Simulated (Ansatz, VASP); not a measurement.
## One calculation of PbSe, two programs

```
Pb Se
1.0
     0.00000    2.97029    3.06215
     2.97029    0.00000    3.06215
     2.97029    2.97029    0.00000
Pb Se
1 1
Direct
  0.00000 0.00000 0.00000
  0.50000 0.50000 0.50000
```

Change from the starting cell: equal xx and yy strain of -3 %.

Alike in both runs: task single point; functional PBEsol; k mesh 9 × 9 × 9; occupations fermi-dirac, width 0.01 eV; no spin polarisation.

```csv
,VASP,Ansatz
version,VASP 6.6.1,Ansatz 0.2.0
potentials or method,"VASP PAW PBE potentials, release 64 (Pb_d, Se), cutoff 520 eV","all-electron LAPW, scalar-relativistic"
```

|  | VASP | Ansatz | Ansatz less VASP |
| --- | --- | --- | --- |
| gap on the k mesh at the Fermi level (eV) | 0.60 | 0.60 | +0.001 |
| pressure (GPa) | 3.1 | 3.1 | -0.01 |
| traceless stress, the component that is largest in VASP (GPa) | -3.05 | -3.04 | +0.013 |

VASP's potentials were made for PBE, not for PBEsol. Ansatz ran all-electron here, and VASP with PAW potentials.

Neither program's run includes spin-orbit coupling.
